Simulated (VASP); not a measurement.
# Sb (R-3m) in VASP: relaxation of cell and atoms with r2SCAN+D3(BJ)

Aim: the relaxation of cell and atoms of Sb with r2SCAN+D3(BJ).

Everything below comes from runs of VASP 6.6.1. Logs are shortened: lines on timing, memory, paths and dates and some standing lists are left out, and cuts for length are marked.

### Step 1. The cell of the first run

It takes space group R-3m (No. 166, trigonal). The conventional cell has a = 4.209 Å, b = 4.209 Å, c = 10.641 Å, α = 90.00°, β = 90.00°, γ = 120.00°. Within 3.8 Å of Sb (site symmetry 3m) lie 6 Sb at 2.86 to 3.17 Å.

### Step 2. Relaxation of cell and atoms, r2SCAN+D3(BJ), target pressure 6.5 GPa, at which the enthalpy is minimised

POSCAR

```
Sb
1.0
    2.1045780456      1.2150787012      3.5471588728
   -2.1045780456      1.2150787012      3.5471588728
    0.0000000000     -2.4301574023      3.5471588728
Sb
2
Direct
    0.2378099359      0.2378099359      0.2378099359
    0.7621900641      0.7621900641      0.7621900641
```

INCAR.step1

```
SYSTEM = Sb
ALGO = Normal
EDIFF = 1E-4
ENCUT = 600
GGA = PE
ISMEAR = -1
LASPH = .True.
LCHARG = .False.
LREAL = .False.
LWAVE = .True.
NELM = 100
PREC = Accurate
SIGMA = 0.1
```

INCAR.step2

```
SYSTEM = Sb
ALGO = Normal
EDIFF = 1E-7
EDIFFG = -0.002
ENCUT = 600
IBRION = 2
ISIF = 3
ISMEAR = -1
ISTART = 1
IVDW = 12
LASPH = .True.
LCHARG = .False.
LMIXTAU = .True.
LREAL = .False.
LWAVE = .False.
METAGGA = R2SCAN
NELM = 100
NSW = 80
PREC = Accurate
PSTRESS = 65.0
SIGMA = 0.1
VDW_A1 = 0.49484001
VDW_A2 = 5.73083694
VDW_S6 = 1.0
VDW_S8 = 0.78981345
```

KPOINTS

```
k-points
0
Gamma
  12 12 12
  0 0 0
```

Potentials or basis: VASP PAW PBE potentials, release 64 (Sb).

The run is started by

```sh
$ cat potpaw_PBE.64/Sb/POTCAR > POTCAR
$ cp INCAR.step1 INCAR
$ mpirun -np 1 vasp_std > vasp.out
$ cp INCAR.step2 INCAR
$ mpirun -np 1 vasp_std > vasp.out
```

OUTCAR:

```text
SYSTEM = Sb
   EDIFF = 1E-7
   EDIFFG = -0.002
   ENCUT = 600
   IBRION = 2
   ISIF = 3
   ISMEAR = -1
   ISTART = 1
   IVDW = 12
   LASPH = .True.
   LREAL = .False.
   METAGGA = R2SCAN
   NELM = 100
   NSW = 80
   PREC = Accurate
   PSTRESS = 65.0
 IVDW          = 12

 ion  position               nearest neighbor table
   1  0.238  0.238  0.238-   2 2.86   2 2.86   2 2.86   2 3.17   2 3.17   2 3.17
   2  0.762  0.762  0.762-   1 2.86   1 2.86   1 2.86   1 3.17   1 3.17   1 3.17

  LATTYP: Found a trigonal (rhomboedric) cell.
 ALAT       =     4.2997675599
 COS(alpha) =     0.5208515260

  Lattice vectors:

 A1 = (   2.1045780456,   1.2150787012,   3.5471588728)
 A2 = (  -2.1045780456,   1.2150787012,   3.5471588728)
 A3 = (   0.0000000000,  -2.4301574023,   3.5471588728)

Analysis of symmetry for initial positions (statically):
=====================================================================
 Subroutine PRICEL returns:
 Original cell was already a primitive cell.

 Routine SETGRP: Setting up the symmetry group for a
 trigonal (rhombohedral) supercell.

 Subroutine GETGRP returns: Found 12 space group operations
 (whereof 12 operations were pure point group operations)
 out of a pool of 12 trial point group operations.

The static configuration has the point symmetry D_3d.

Analysis of symmetry for dynamics (positions and initial velocities):
=====================================================================
 Subroutine PRICEL returns:
 Original cell was already a primitive cell.

 Routine SETGRP: Setting up the symmetry group for a
 trigonal (rhombohedral) supercell.

 Subroutine GETGRP returns: Found 12 space group operations
 (whereof 12 operations were pure point group operations)
 out of a pool of 12 trial point group operations.

The dynamic configuration has the point symmetry D_3d.

 Subroutine INISYM returns: Found 12 space group operations
 (whereof 12 operations are pure point group operations),
 and found     1 'primitive' translations

----------------------------------------------------------------------------------------

                                     Primitive cell

  volume of cell :      54.4254

  direct lattice vectors                    reciprocal lattice vectors
     2.104578046  1.215078701  3.547158873     0.237577314  0.137165326  0.093971921
    -2.104578046  1.215078701  3.547158873    -0.237577314  0.137165326  0.093971921
     0.000000000 -2.430157402  3.547158873     0.000000000 -0.274330653  0.093971921

  length of vectors
     4.299767560  4.299767560  4.299767560     0.289979360  0.289979360  0.289979360

  position of ions in fractional coordinates (direct lattice)
     0.237809936  0.237809936  0.237809936
     0.762190064  0.762190064  0.762190064

  ion indices of the primitive-cell ions
   primitive index   ion index
                 1           1
                 2           2

----------------------------------------------------------------------------------------

 KPOINTS: k-points

Automatic generation of k-mesh.
 Grid dimensions read from file:
 generate k-points for:   12   12   12

 Generating k-lattice:

  Cartesian coordinates                     Fractional coordinates (reciprocal lattice)
     0.019798110  0.011430444  0.007830993     0.083333333 -0.000000000 -0.000000000
    -0.019798110  0.011430444  0.007830993    -0.000000000  0.083333333 -0.000000000
     0.000000000 -0.022860888  0.007830993     0.000000000  0.000000000  0.083333333

  Length of vectors
     0.024164947  0.024164947  0.024164947

  Shift w.r.t. Gamma in fractional coordinates (k-lattice)
     0.000000000  0.000000000  0.000000000

 Subroutine IBZKPT returns following result:
 ===========================================

 Found    189 irreducible k-points:

 Following reciprocal coordinates:
            Coordinates               Weight
  0.000000  0.000000  0.000000      1.000000
  0.083333  0.000000  0.000000      6.000000
  0.166667  0.000000  0.000000      6.000000
  0.250000  0.000000  0.000000      6.000000
  0.333333  0.000000  0.000000      6.000000
  0.416667  0.000000  0.000000      6.000000
[... 16 lines left out ...]
  0.500000  0.166667  0.000000     12.000000
 -0.416667  0.166667  0.000000     12.000000
 [... further k-points ...]
   k-points           NKPTS =    189   k-points in BZ     NKDIM =    189   number of bands    NBANDS=      9
   number of dos      NEDOS =    301   number of ions     NIONS =      2
   total plane-waves  NPLWV =  46656
   dimension x,y,z NGX =    36 NGY =   36 NGZ =   36
   dimension x,y,z NGXF=    72 NGYF=   72 NGZF=   72
   ions per type =               2
   NGX,Y,Z   is equivalent  to a cutoff of  13.92, 13.92, 13.92 a.u.
   NGXF,Y,Z  is equivalent  to a cutoff of  27.84, 27.84, 27.84 a.u.
 SYSTEM =  Sb
   PREC   = accura    normal or accurate (medium, high low for compatibility)
   ISTART =      1    job   : 0-new  1-cont  2-samecut
   ICHARG =      0    charge: 1-file 2-atom 10-const
   ISPIN  =      1    spin polarized calculation?
   LNONCOLLINEAR =      F non collinear calculations
   LSORBIT =      F    spin-orbit coupling
   LASPH  =      T    aspherical Exc in radial PAW
   ENCUT  =  600.0 eV  44.10 Ry    6.64 a.u.   8.59  8.59  8.59*2*pi/ulx,y,z
   NELM   =    100;   NELMIN=  2; NELMDL=  0     # of ELM steps
   EDIFF  = 0.1E-06   stopping-criterion for ELM
   LREAL  =      F    real-space projection
   EDIFFG = -.2E-02   stopping-criterion for IOM
   NSW    =     80    number of steps for IOM
   IBRION =      2    ionic relax: 0-MD 1-quasi-New 2-CG
   NFREE  =      1    steps in history (QN), initial steepest desc. (CG)
   ISIF   =      3    stress and relaxation
   ISYM   =      2    0-nonsym 1-usesym 2-fastsym
   POTIM  = 0.5000    time-step for ionic-motion
   TEBEG  =    0.0;   TEEND  =   0.0 temperature during run
   PSTRESS=   65.0 pullay stress
   NELECT =      10.0000    total number of electrons
   NUPDOWN=      -1.0000    fix difference up-down
   EMIN   =  10.00;   EMAX   =-10.00  energy-range for DOS
   EFERMI =   0.00;   METHOD = LEGACY
   ISMEAR =    -1;   SIGMA  =   0.10  broadening in eV -4-tet -1-fermi 0-gaus
   EFERMI_NEDOS =   21; number of points for ismear=-14 and -15
   IALGO  =     38    algorithm
   IMIX   =      4    mixing-type and parameters
     AMIX     =   0.40;   BMIX     =  1.00
     AMIX_MAG =   1.60;   BMIX_MAG =  1.00
  volume/ion in A,a.u.               =      27.21       183.64
  Fermi-wavevector in a.u.,A,eV,Ry     =   0.930696  1.758760 11.785292  0.866195
  Thomas-Fermi vector in A             =   2.057111
   LORBIT       =      0    0 simple, 1 ext, 2 COOP (PROOUT), +10 PAW based schemes
   METAGGA = R2SCAN    functional components
   LHFCALC =     F    Hartree Fock is set to
   AEXX    =    0.0000 exact exchange contribution
   IVDW    =    12    specifies the selected vdW correction
   LEPSILON=     F    determine dielectric tensor
   LRPA    =     F    only Hartree local field effects (RPA)
 conjugate gradient relaxation of ions
 non-spin polarized calculation
  energy-cutoff  :      600.00
  volume of cell :       54.43
 maximum number of plane-waves:      1847
   NGX = 17   NGY = 17   NGZ = 17

--------------------------------------- Ionic step        1  -------------------------------------------

 number of electron      10.0000000 magnetization

 Free energy of the ion-electron system (eV)
  ---------------------------------------------------
  ext. energy  EPLUGINS =         0.00000000
  ---------------------------------------------------
  free energy    TOTEN  =       -51.22936383 eV

  energy without entropy =      -51.21599265  energy(sigma->0) =      -51.22267824

------------------------ aborting loop because EDIFF is reached ----------------------------------------

 Edisp (eV)   -0.49013

 E8    (eV) :    -0.1796

  FORCE on cell =-STRESS in cart. coord.  units (eV):
  Direction    XX          YY          ZZ          XY          YZ          ZX
  --------------------------------------------------------------------------------------
  -------------------------------------------------------------------------------------
  Total       2.29572     2.29572     2.19072     0.00000     0.00000     0.00000
  in kB      67.58166    67.58166    64.49065     0.00000     0.00000     0.00000
  external pressure =        1.55 kB  Pullay stress =       65.00 kB
[... 101 lines left out ...]
  FREE ENERGIE OF THE ION-ELECTRON SYSTEM (eV)
  ---------------------------------------------------
  free  energy   TOTEN  =       -51.7376135713 eV

  energy  without entropy=      -51.7217767439  energy(sigma->0) =      -51.72969516

  enthalpy is  TOTEN    =       -49.5156402469 eV   P V=        2.2219733244

[... ionic steps 4 to 27 ...]

--------------------------------------- Ionic step       28  -------------------------------------------

 number of electron      10.0000000 magnetization

------------------------ aborting loop because EDIFF is reached ----------------------------------------

 Edisp (eV)   -0.49569

 E8    (eV) :    -0.1816
[... 73 lines left out ...]
  enthalpy is  TOTEN    =       -49.5195569478 eV   P V=        2.1833716536

--------------------------------------- Ionic step       30  -------------------------------------------

 number of electron      10.0000000 magnetization

 Free energy of the ion-electron system (eV)
  ---------------------------------------------------
  ext. energy  EPLUGINS =         0.00000000
  ---------------------------------------------------
  free energy    TOTEN  =       -51.20734386 eV

  energy without entropy =      -51.18763755  energy(sigma->0) =      -51.19749070

 E-fermi :   8.5591     XC(G=0): -10.5617

 val. band max:        8.5570897129   @ k =   0.4167   0.0833   0.0833
 cond. band min:       8.5847940013   @ k =   0.4167   0.3333   0.3333
 fundamental gap:      0.0277042884
 Fermi energy:         8.5591182232

 k-point     1 :       0.0000    0.0000    0.0000
  band No.  band energies     occupation
      1      -5.4410      2.00000
      2       4.7209      2.00000
      3       6.3554      2.00000
      4       6.4493      2.00000
      5       6.4493      2.00000
      6      11.7554      0.00000
      7      12.0349      0.00000
      8      12.0349      0.00000
      9      13.6399      0.00000
[... 265 lines left out ...]
 k-point    24 :      -0.4167    0.1667    0.0000
  band No.  band energies     occupation
      1      -2.3885      2.00000
      2      -1.7113      2.00000
      3       4.4669      2.00000
      4       6.1800      2.00000
      5       6.8981      2.00000
      6       9.5672      0.00008
      7      10.5621      0.00000
      8      12.3561      0.00000
      9      15.9390      0.00000

 [... further k-points ...]

------------------------ aborting loop because EDIFF is reached ----------------------------------------

 Edisp (eV)   -0.49566

 E8    (eV) :    -0.1816

  FORCE on cell =-STRESS in cart. coord.  units (eV):
  Direction    XX          YY          ZZ          XY          YZ          ZX
  --------------------------------------------------------------------------------------
  -------------------------------------------------------------------------------------
  Total       2.18291     2.18291     2.18394     0.00000     0.00000    -0.00000
  in kB      64.98387    64.98387    65.01450     0.00000     0.00000    -0.00000
  external pressure =       -0.01 kB  Pullay stress =       65.00 kB
[... 17 lines left out ...]
  FREE ENERGIE OF THE ION-ELECTRON SYSTEM (eV)
  ---------------------------------------------------
  free  energy   TOTEN  =       -51.7030060635 eV

  energy  without entropy=      -51.6832997603  energy(sigma->0) =      -51.69315291

  enthalpy is  TOTEN    =       -49.5195579302 eV   P V=        2.1834481332

 reached required accuracy - stopping structural energy minimisation
```

Run time: 34 min. Hardware: 1 thread of Intel Xeon 6975P-C (Granite Rapids), shared host; peak memory 0.3 GiB.

What came out:

```yaml
Free_energy: -51.7030 eV
Relaxed_volume: 26.91 Å³/atom
Relaxed_cell: a = 4.262 Å, b = 4.262 Å, c = 4.262 Å, α = 59.25°, β = 59.25°, γ = 59.25°
Space_group_after_relaxing_to_0.05_Å: R-3m (No. 166)
Energy_change_on_relaxing_the_enthalpy_is_what_falls: +8.2 meV/atom
Ionic_steps: 30
Pressure_after_relaxing: 6.5 GPa
Band_gap_on_the_k_mesh: zero (band 5 reaches 8.85 eV, above the bottom of band 6 at 8.12 eV)
Dispersion_energy_per_atom: -0.248 eV
```

The path:
```
step  energy change (eV)  largest force (eV/Å)  pressure (GPa)  volume (Å³)
   1              0.0000                0.2303            6.66        54.43
   2             -0.0121                0.1117            5.97        54.63
   3             -0.0181                0.0438            5.54        54.77
   4             -0.0077                0.0296            5.86        54.46
   5              0.0120                0.0125            6.45        53.94
   6              0.0167                0.0101            6.59        53.82
   7              0.0175                0.0097            6.61        53.80
   8              0.0169                0.0027            6.56        53.81
   9              0.0160                0.0065            6.47        53.83
  10              0.0159                0.0085            6.46        53.84
  11              0.0170                0.0070            6.50        53.81
  12              0.0175                0.0061            6.51        53.79
  13              0.0186                0.0046            6.55        53.77
  14              0.0182                0.0052            6.53        53.78
  15              0.0173                0.0057            6.50        53.80
  16              0.0170                0.0060            6.49        53.81
  17              0.0173                0.0040            6.50        53.80
  18              0.0173                0.0037            6.50        53.80
  19              0.0175                0.0026            6.51        53.80
  20              0.0170                0.0022            6.50        53.81
  21              0.0167                0.0019            6.50        53.81
  22              0.0162                0.0015            6.48        53.83
  23              0.0166                0.0020            6.49        53.82
  24              0.0166                0.0007            6.49        53.82
  25              0.0166                0.0004            6.50        53.82
  26              0.0166                0.0001            6.50        53.82
  27              0.0166                0.0010            6.50        53.82
  28              0.0166                0.0004            6.50        53.82
  29              0.0166                0.0005            6.50        53.82
  30              0.0165                0.0002            6.50        53.82
```

Final structure:
```
Sb
1.0
     2.10701    1.21648    3.49959
    -2.10701    1.21648    3.49959
     0.00000   -2.43296    3.49959
Sb
2
Direct
  0.24153 0.24153 0.24153
  0.75847 0.75847 0.75847
```

Caveat: the cell is relaxed towards a set pressure, so the enthalpy falls and the energy may rise; the PAW data sets were made with another functional, which shifts forces and pressure a little; spin-orbit coupling is left out, which moves the levels of the heavy elements; pairwise dispersion overbinds metals, which lowers pressure and volume.
